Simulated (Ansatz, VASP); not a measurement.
## Al: VASP beside Ansatz

File INCAR:

```
SYSTEM = Al
PREC     = Accurate       ! precision mode
ENCUT    = 520            ! plane-wave cutoff, eV
EDIFF    = 1E-7           ! SCF threshold, eV
ISMEAR   = 0              ! smearing method
SIGMA    = 0.15           ! smearing width, eV
LREAL    = .FALSE.        ! projectors in reciprocal space
LASPH    = .TRUE.         ! aspherical terms in the spheres
NELM     = 100            ! most SCF steps
ALGO     = Fast           ! electronic algorithm
ISIF     = 2              ! what is computed and relaxed
LWAVE    = .FALSE.        ! write WAVECAR
LCHARG   = .FALSE.        ! write CHGCAR
GGA      = PE             ! functional
IVDW     = 12             ! dispersion correction
NBANDS   = 14             ! bands
```

The input KPOINTS:

```
Automatic mesh
0
G
  18 18 4
  0 0 0
```

Contents of POSCAR:

```
Al
1.0
    2.9720000000      0.0000000000      0.0000000000
   -1.4860000000      2.5738275000      0.0000000000
    0.0000000000      0.0000000000     10.8379000000
Al
4
Direct
    0.0000000000      0.0000000000      0.0000000000
    0.3333333333      0.6666666667      0.2500000000
    0.0000000000      0.0000000000      0.5000000000
    0.6666666667      0.3333333333      0.7500000000
```

Input for Ansatz:

```yaml
crystal:
  lattice:
    - [2.972, 0.0, 0.0]
    - [-1.486, 2.5738275, 0.0]
    - [0.0, 0.0, 10.8379]
  atoms:
    - { symbol: Al, position: [0.0, 0.0, 0.0] }
    - { symbol: Al, position: [0.3333333333, 0.6666666667, 0.25] }
    - { symbol: Al, position: [0.0, 0.0, 0.5] }
    - { symbol: Al, position: [0.6666666667, 0.3333333333, 0.75] }
basis:
  ecutwfc: 420
kpoints:
  mp_grid: { grid: [18, 18, 4] }
hamiltonian:
  xc: pbe
  pseudopotentials: { kind: paw, azcp: { folder: soft_1 } }
  dispersion: d3bj
scf:
  occupations: { method: gaussian, width: 0.15 }
output:
  forces: true
  stress: true
  eigenvalues: true
```

Alike in both runs: task single point; functional PBE; dispersion D3(BJ); k mesh 18 × 18 × 4; occupations gaussian, width 0.15 eV; no spin polarisation.

|  | VASP | Ansatz |
| --- | --- | --- |
| version | VASP 6.6.1 | Ansatz 0.2.0 |
| potentials or method | VASP PAW PBE potentials, release 64 (Al), cutoff 520 eV | scalar-relativistic, plane waves, PAW |
| valence electrons in the cell | 12 | 12 |

|  | VASP | Ansatz | Ansatz less VASP |
| --- | --- | --- | --- |
| gap on the k mesh at the Fermi level (eV) | none | none | - |
| pressure (GPa) | -11.6 | -11.6 | 0.00 |
| traceless stress, the component that is largest in VASP (GPa) | -0.87 | -0.87 | -0.004 |

A gap of «none» marks a metal or a gap that the smearing closes.
